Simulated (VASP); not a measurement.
TiO2:

```
CELL_PARAMETERS angstrom
5.58222 0.00000 0.00000
-2.79111 4.83435 0.00000
0.00000 0.00000 6.08247
ATOMIC_POSITIONS crystal
Ti 0.46694 0.00000 0.33333
Ti 0.00000 0.46694 0.66667
Ti 0.53306 0.53306 0.00000
O 0.58107 0.85143 0.12066
O 0.72963 0.14857 0.54600
O 0.27037 0.41893 0.78733
O 0.85143 0.58107 0.87934
O 0.14857 0.72963 0.45400
O 0.41893 0.27037 0.21267
```

Base run:

| Quantity | Value |
| --- | --- |
| Program | VASP 6.6.1 |
| Functional | PBEsol |
| Potentials or basis | VASP PAW PBE potentials, release 64 (Ti_sv, O) |
| Cutoff | 520 eV |
| k mesh | 5 × 5 × 4 |
| Occupations | fermi-dirac, width 0.05 eV |
| Spin | no spin polarisation |

Its results: band gap on the k mesh 3.51 eV; pressure -0.9 GPa; largest force 0.099 eV/Å.

Question: The run is repeated on the same cell with these changes: functional from PBEsol to r2SCAN. What comes out?

Answer: Band gap on the k mesh 4.01 eV; pressure -0.3 GPa; largest force 0.019 eV/Å.

Caveats: the PAW data sets were made with another functional, which shifts forces and pressure a little; an odd mesh through Γ misses points on the zone boundary, where band edges can lie.
